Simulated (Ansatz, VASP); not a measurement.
## SiGe in VASP and in Ansatz

File INCAR:

```
SYSTEM = SiGe
PREC = Accurate
ENCUT = 520
EDIFF = 1E-6
ISMEAR = 0
SIGMA = 0.03
LREAL = .FALSE.
LASPH = .TRUE.
NELM = 80
ALGO = Normal
ISIF = 2
LWAVE = .FALSE.
LCHARG = .FALSE.
GGA = PS
NBANDS = 26
```

The input KPOINTS:

```
Automatic mesh
0
G
  12 12 6
  0 0 0
```

Contents of POSCAR:

```
SiGe
1.0
    4.0735279785      0.0000000000      0.0000000000
   -2.0367639892      3.5277787124      0.0000000000
    0.0000000000      0.0000000000      6.1436948971
Si Ge
2 2
Direct
    0.6666666667      0.3333333333      0.8745463082
    0.3333333333      0.6666666667      0.3745463082
    0.6666666667      0.3333333333      0.5004526918
    0.3333333333      0.6666666667      0.0004526918
```

Input for Ansatz:

```yaml
crystal:
  lattice:
    - [4.0735279785, 0.0, 0.0]
    - [-2.0367639892, 3.5277787124, 0.0]
    - [0.0, 0.0, 6.1436948971]
  atoms:
    - { symbol: Si, position: [0.6666666667, 0.3333333333, 0.8745463082] }
    - { symbol: Si, position: [0.3333333333, 0.6666666667, 0.3745463082] }
    - { symbol: Ge, position: [0.6666666667, 0.3333333333, 0.5004526918] }
    - { symbol: Ge, position: [0.3333333333, 0.6666666667, 0.0004526918] }
basis:
  ecutwfc: 420
kpoints:
  mp_grid: { grid: [12, 12, 6] }
hamiltonian:
  xc: pbesol
  pseudopotentials: { kind: paw, azcp: { folder: soft_1 } }
scf:
  occupations: { method: gaussian, width: 0.03 }
output:
  forces: true
  stress: true
  eigenvalues: true
```

Alike in both runs: task single point; functional PBEsol; k mesh 12 × 12 × 6; occupations gaussian, width 0.03 eV; no spin polarisation.

|  | VASP | Ansatz |
| --- | --- | --- |
| version | VASP 6.6.1 | Ansatz 0.2.0 |
| potentials or method | VASP PAW PBE potentials, release 64 (Si, Ge_d), cutoff 520 eV | scalar-relativistic, plane waves, PAW |
| valence electrons in the cell | 36 | 36 |

|  | VASP | Ansatz | Ansatz less VASP |
| --- | --- | --- | --- |
| gap on the k mesh at the Fermi level (eV) | none | none | - |
| pressure (GPa) | -1.8 | -1.7 | +0.02 |
| traceless stress, the component that is largest in VASP (GPa) | 12.46 | 12.45 | -0.016 |
| rms of the force components (eV/Å) | 0.614 | 0.616 | +0.0023 |

VASP's potentials were made for PBE, not for PBEsol, and Ansatz warns of the same on its side. Atom by atom the forces differ by 0.002 eV/Å (rms over components). A gap of «none» marks a metal or a gap that the smearing closes.
